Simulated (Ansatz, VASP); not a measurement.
Nb in VASP and in Ansatz

```
CELL_PARAMETERS angstrom
-1.63422 1.63422 1.63422
1.63422 -1.63422 1.63422
1.63422 1.63422 -1.63422
ATOMIC_POSITIONS crystal
Nb 0.00000 0.00000 0.00000
```

Alike in both runs: task relaxation of cell and atoms; functional PBEsol; k mesh 18 × 18 × 18; occupations gaussian, width 0.1 eV; no spin polarisation.

```csv
,VASP,Ansatz
version,VASP 6.6.1,Ansatz 0.2.0
potentials or method,"VASP PAW PBE potentials, release 64 (Nb_sv), cutoff 600 eV","scalar-relativistic, plane waves, PAW"
valence electrons in the cell,13,13
```

|  | VASP | Ansatz | Ansatz less VASP |
| --- | --- | --- | --- |
| gap on the k mesh at the Fermi level, each at its own relaxed structure (eV) | none | none | - |
| relaxed volume (Å³/atom) | 17.50 | 17.52 | +0.024 |
| relaxed cell length with the largest relative difference (Å) | 2.833 | 2.834 | +0.0013 |

VASP's potentials were made for PBE, not for PBEsol. A gap of «none» marks a metal or a gap that the smearing closes.
